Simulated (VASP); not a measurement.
# Sn (Fd-3m) in VASP: relaxation of cell and atoms with r2SCAN

Aim: the relaxation of cell and atoms of Sn with r2SCAN.

Program: VASP 6.6.1. These are calculated values, not measurements. Logs are shortened: lines on timing, memory, paths and dates and some standing lists are left out, and cuts for length are marked.

**1. The cell of the first run**

It takes space group Fd-3m (No. 227, cubic). Conventional cell: a = 6.568 Å, b = 6.568 Å, c = 6.568 Å, α = 90.00°, β = 90.00°, γ = 90.00°. Sn (site symmetry -43m) has 4 Sn at 2.84 Å within 3.7 Å.

This isn't the form of Sn at room conditions, which is tetragonal (white tin).

**2. Relaxation of cell and atoms, r2SCAN, target pressure 15 GPa, at which the enthalpy is minimised**

Input file POSCAR:

```
Sn
1.0
    0.0000000000      3.2837945612      3.2837945612
    3.2837945612      0.0000000000      3.2837945612
    3.2837945612      3.2837945612      0.0000000000
Sn
2
Direct
    0.5000000000      0.5000000000      0.5000000000
    0.7500000000      0.7500000000      0.7500000000
```

Input file INCAR.step1:

```
  ALGO = Normal
  EDIFF = 1E-4
  ENCUT = 600
  GGA = PE
  ISMEAR = -1
  LASPH = T
  LCHARG = F
  LREAL = F
  LWAVE = T
  NELM = 60
  PREC = Accurate
  SIGMA = 0.1
```

Input file INCAR.step2:

```
  ALGO = Normal
  EDIFF = 1E-6
  EDIFFG = -0.002
  ENCUT = 600
  IBRION = 2
  ISIF = 3
  ISMEAR = -1
  ISTART = 1
  LASPH = T
  LCHARG = F
  LMIXTAU = T
  LREAL = F
  LWAVE = F
  METAGGA = R2SCAN
  NELM = 60
  NSW = 100
  PREC = Accurate
  PSTRESS = 150.0
  SIGMA = 0.1
```

Input file KPOINTS:

```
k-points
0
Gamma
  14 14 14
```

Potentials or basis: VASP PAW PBE potentials, release 64 (Sn_d).

The run is started by

```console
$ cat potpaw_PBE.64/Sn_d/POTCAR > POTCAR
$ cp INCAR.step1 INCAR
$ mpirun -np 1 vasp_std > vasp.out
$ cp INCAR.step2 INCAR
$ mpirun -np 1 vasp_std > vasp.out
```

OUTCAR:

```text
EDIFF = 1E-6
   EDIFFG = -0.002
   ENCUT = 600
   IBRION = 2
   ISIF = 3
   ISMEAR = -1
   ISTART = 1
   LASPH = T
   LREAL = F
   METAGGA = R2SCAN
   NELM = 60
   NSW = 100
   PREC = Accurate
   PSTRESS = 150.0

 ion  position               nearest neighbor table
   1  0.500  0.500  0.500-   2 2.84   2 2.84   2 2.84   2 2.84
   2  0.750  0.750  0.750-   1 2.84   1 2.84   1 2.84   1 2.84

  LATTYP: Found a face centered cubic cell.
 ALAT       =     6.5675891224

  Lattice vectors:

 A1 = (   0.0000000000,   3.2837945612,   3.2837945612)
 A2 = (   3.2837945612,   0.0000000000,   3.2837945612)
 A3 = (   3.2837945612,   3.2837945612,   0.0000000000)

Analysis of symmetry for initial positions (statically):
=====================================================================
 Subroutine PRICEL returns:
 Original cell was already a primitive cell.

 Routine SETGRP: Setting up the symmetry group for a
 face centered cubic supercell.

 Subroutine GETGRP returns: Found 48 space group operations
 (whereof 24 operations were pure point group operations)
 out of a pool of 48 trial point group operations.

The static configuration has the point symmetry T_d .
 The point group associated with its full space group is O_h .

Analysis of symmetry for dynamics (positions and initial velocities):
=====================================================================
 Subroutine PRICEL returns:
 Original cell was already a primitive cell.

 Routine SETGRP: Setting up the symmetry group for a
 face centered cubic supercell.

 Subroutine GETGRP returns: Found 48 space group operations
 (whereof 24 operations were pure point group operations)
 out of a pool of 48 trial point group operations.

The dynamic configuration has the point symmetry T_d .
 The point group associated with its full space group is O_h .

 Subroutine INISYM returns: Found 48 space group operations
 (whereof 24 operations are pure point group operations),
 and found     1 'primitive' translations

----------------------------------------------------------------------------------------

                                     Primitive cell

  volume of cell :      70.8203

  direct lattice vectors                    reciprocal lattice vectors
     0.000000000  3.283794561  3.283794561    -0.152262875  0.152262875  0.152262875
     3.283794561  0.000000000  3.283794561     0.152262875 -0.152262875  0.152262875
     3.283794561  3.283794561  0.000000000     0.152262875  0.152262875 -0.152262875

  length of vectors
[... 34 lines left out ...]

 Found    104 irreducible k-points:

 Following reciprocal coordinates:
            Coordinates               Weight
  0.000000  0.000000  0.000000      1.000000
  0.071429  0.000000  0.000000      8.000000
  0.142857  0.000000  0.000000      8.000000
  0.214286  0.000000  0.000000      8.000000
  0.285714  0.000000  0.000000      8.000000
  0.357143  0.000000  0.000000      8.000000
[... 16 lines left out ...]
  0.214286  0.142857  0.000000     24.000000
  0.285714  0.142857  0.000000     24.000000
 [... further k-points ...]
   k-points           NKPTS =    104   k-points in BZ     NKDIM =    104   number of bands    NBANDS=     18
   number of dos      NEDOS =    301   number of ions     NIONS =      2
   total plane-waves  NPLWV =  64000
   dimension x,y,z NGX =    40 NGY =   40 NGZ =   40
   dimension x,y,z NGXF=    80 NGYF=   80 NGZF=   80
   ions per type =               2
   NGX,Y,Z   is equivalent  to a cutoff of  14.32, 14.32, 14.32 a.u.
   NGXF,Y,Z  is equivalent  to a cutoff of  28.64, 28.64, 28.64 a.u.
 SYSTEM =  unknown system
   PREC   = accura    normal or accurate (medium, high low for compatibility)
   ISTART =      1    job   : 0-new  1-cont  2-samecut
   ICHARG =      0    charge: 1-file 2-atom 10-const
   ISPIN  =      1    spin polarized calculation?
   LNONCOLLINEAR =      F non collinear calculations
   LSORBIT =      F    spin-orbit coupling
   LASPH  =      T    aspherical Exc in radial PAW
   ENCUT  =  600.0 eV  44.10 Ry    6.64 a.u.   9.28  9.28  9.28*2*pi/ulx,y,z
   NELM   =     60;   NELMIN=  2; NELMDL=  0     # of ELM steps
   EDIFF  = 0.1E-05   stopping-criterion for ELM
   LREAL  =      F    real-space projection
   EDIFFG = -.2E-02   stopping-criterion for IOM
   NSW    =    100    number of steps for IOM
   IBRION =      2    ionic relax: 0-MD 1-quasi-New 2-CG
   NFREE  =      1    steps in history (QN), initial steepest desc. (CG)
   ISIF   =      3    stress and relaxation
   ISYM   =      2    0-nonsym 1-usesym 2-fastsym
   POTIM  = 0.5000    time-step for ionic-motion
   TEBEG  =    0.0;   TEEND  =   0.0 temperature during run
   PSTRESS=  150.0 pullay stress
   NELECT =      28.0000    total number of electrons
   NUPDOWN=      -1.0000    fix difference up-down
   EMIN   =  10.00;   EMAX   =-10.00  energy-range for DOS
   EFERMI =   0.00;   METHOD = LEGACY
   ISMEAR =    -1;   SIGMA  =   0.10  broadening in eV -4-tet -1-fermi 0-gaus
   EFERMI_NEDOS =   21; number of points for ismear=-14 and -15
   IALGO  =     38    algorithm
   IMIX   =      4    mixing-type and parameters
     AMIX     =   0.40;   BMIX     =  1.00
     AMIX_MAG =   1.60;   BMIX_MAG =  1.00
  volume/ion in A,a.u.               =      35.41       238.96
  Fermi-wavevector in a.u.,A,eV,Ry     =   1.201549  2.270599 19.643007  1.443720
  Thomas-Fermi vector in A             =   2.337355
   LORBIT       =      0    0 simple, 1 ext, 2 COOP (PROOUT), +10 PAW based schemes
   METAGGA = R2SCAN    functional components
   LHFCALC =     F    Hartree Fock is set to
   AEXX    =    0.0000 exact exchange contribution
   IVDW    =     0    specifies the selected vdW correction
   LEPSILON=     F    determine dielectric tensor
   LRPA    =     F    only Hartree local field effects (RPA)
 conjugate gradient relaxation of ions
 non-spin polarized calculation
  energy-cutoff  :      600.00
  volume of cell :       70.82
 maximum number of plane-waves:      2421
 NGX is ok and might be reduce to    40
   NGX = 19   NGY = 19   NGZ = 19

--------------------------------------- Ionic step        1  -------------------------------------------

 number of electron      27.9999999 magnetization

 Free energy of the ion-electron system (eV)
  ---------------------------------------------------
  ext. energy  EPLUGINS =         0.00000000
  ---------------------------------------------------
  free energy    TOTEN  =       -49.49950802 eV

  energy without entropy =      -49.49634994  energy(sigma->0) =      -49.49792898

 E-fermi :   5.2454     XC(G=0):  -9.4238

 val. band max:        5.2069413265   @ k =   0.0000   0.0000   0.0000
 cond. band min:       5.2652159024   @ k =   0.5000   0.0000   0.0000
 fundamental gap:      0.0582745759
 Fermi energy:         5.2454165848
[... 1168 lines left out ...]
--------------------------------------- Ionic step        5  -------------------------------------------

 number of electron      27.9999998 magnetization

 Free energy of the ion-electron system (eV)
  ---------------------------------------------------
  ext. energy  EPLUGINS =         0.00000000
  ---------------------------------------------------
  free energy    TOTEN  =       -48.98483394 eV

  energy without entropy =      -48.98378815  energy(sigma->0) =      -48.98431105

 E-fermi :   7.8549     XC(G=0): -10.4541

 val. band max:        7.6687139032   @ k =   0.0000   0.0000   0.0000
 cond. band min:       8.1570608699   @ k =   0.4286   0.4286   0.0000
 fundamental gap:      0.4883469667
 Fermi energy:         7.8549030033
[... 537 lines left out ...]
  energy  without entropy=      -48.9837881548  energy(sigma->0) =      -48.98431105

  enthalpy is  TOTEN    =       -43.6122536951 eV   P V=        5.3725802467

 reached required accuracy - stopping structural energy minimisation
```

OUTCAR.step1:

```text
EDIFF = 1E-4
   ENCUT = 600
   GGA = PE
   ISMEAR = -1
   LASPH = T
   LREAL = F
[... 725 lines left out ...]
 -----------------------------------------------------------------------------------
      3.28379      3.28379      3.28379        -0.000000     -0.000000     -0.000000
      4.92569      4.92569      4.92569         0.000000      0.000000      0.000000
 -----------------------------------------------------------------------------------
    total drift:                               -0.000000     -0.000000      0.000000

  FREE ENERGIE OF THE ION-ELECTRON SYSTEM (eV)
  ---------------------------------------------------
  free  energy   TOTEN  =        -7.6824959866 eV

  energy  without entropy=       -7.6774388039  energy(sigma->0) =       -7.67996740
```

It took 72 min on 1 thread of Oxide Virtual Turin-like, shared host; peak memory 0.32 GiB.

Results:

* Free energy: -48.9848 eV
* Relaxed volume: 28.69 Å³/atom
* Relaxed cell: a = 4.330 Å, b = 4.330 Å, c = 4.330 Å, α = 60.00°, β = 60.00°, γ = 60.00°
* Space group after relaxing (to 0.1 Å): Fd-3m (No. 227)
* Energy change on relaxing (the run minimises the enthalpy): +257.3 meV/atom
* Ionic steps: 5
* Pressure after relaxing: 15.0 GPa
* Band gap on the k mesh: 0.49 eV (least direct gap 0.98 eV)

The path:
```tsv
step	energy change (eV)	largest force (eV/Å)	pressure (GPa)	volume (Å³)
1	0.0000	0.0000	-0.01	70.82
2	4.2575	0.0000	77.07	41.97
3	0.4215	0.0000	13.13	58.45
4	0.4846	0.0000	14.41	57.71
5	0.5147	0.0000	15.01	57.39
```

Final structure:
```yaml
crystal:
  lattice:
    - [0.00000, 3.06143, 3.06143]
    - [3.06143, 0.00000, 3.06143]
    - [3.06143, 3.06143, 0.00000]
  atoms:
    - { symbol: Sn, position: [0.50000, 0.50000, 0.50000] }
    - { symbol: Sn, position: [0.75000, 0.75000, 0.75000] }
```

Caveat: the cell is relaxed towards a set pressure, so the run minimises the enthalpy, not the energy; the volume moved by over 15 % at a fixed basis, so the end points are rough; semilocal functionals underestimate gaps, and a narrow one can read as zero; the PAW data sets were made with another functional, which shifts forces and pressure a little; spin-orbit coupling is left out, which moves the levels of the heavy elements. A k mesh can miss the band edges.
